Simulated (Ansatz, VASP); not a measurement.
**One calculation of KI, two programs**

INCAR

```
PREC = Accurate
ENCUT = 520
EDIFF = 1E-6
ISMEAR = 0
SIGMA = 0.01
LREAL = False
LASPH = True
NELM = 100
ALGO = Normal
ISIF = 2
LWAVE = False
LCHARG = False
GGA = PE
NBANDS = 24
```

File KPOINTS:

```
regular mesh
0
Gamma
  6 6 4
```

Contents of POSCAR:

```
KI
1.0
    4.9705491271      0.0000000000      0.0000000000
   -2.4852745636      4.3046218149      0.0000000000
    0.0000000000      0.0000000000      8.6682748886
K I
2 2
Direct
    0.0000000000      0.0000000000      0.0000000000
    0.0000000000      0.0000000000      0.5000000000
    0.3333333333      0.6666666667      0.2500000000
    0.6666666667      0.3333333333      0.7500000000
```

Input for Ansatz:

```yaml
crystal:
  lattice:
    - [4.9705491271, 0.0, 0.0]
    - [-2.4852745636, 4.3046218149, 0.0]
    - [0.0, 0.0, 8.6682748886]
  atoms:
    - { symbol: K, position: [0.0, 0.0, 0.0] }
    - { symbol: K, position: [0.0, 0.0, 0.5] }
    - { symbol: I, position: [0.3333333333, 0.6666666667, 0.25] }
    - { symbol: I, position: [0.6666666667, 0.3333333333, 0.75] }
kpoints:
  mp_grid: { grid: [6, 6, 4] }
hamiltonian:
  xc: pbe
scf:
  occupations: { method: fixed }
  n_extra_bands: 5
output:
  forces: true
  stress: true
  eigenvalues: true
```

Alike in both runs: task single point; functional PBE; k mesh 6 × 6 × 4; no spin polarisation.

```csv
,VASP,Ansatz
version,VASP 6.6.1,Ansatz 0.2.0
potentials or method,"VASP PAW PBE potentials, release 64 (K_sv, I)","plane waves, PAW"
plane-wave cutoff (eV),520,420
occupations,"gaussian, width 0.01 eV",fixed
valence electrons in the cell,32,52
```

```tsv
	VASP	Ansatz	Ansatz less VASP
gap on the k mesh at the Fermi level (eV)	3.78	3.78	+0.003
pressure (GPa)	0.0	0.0	-0.02
```

VASP's potentials hold 32 valence electrons a cell and Ansatz's 52, so a difference there can come from the potentials and not from the codes.

Neither program's run includes spin-orbit coupling.
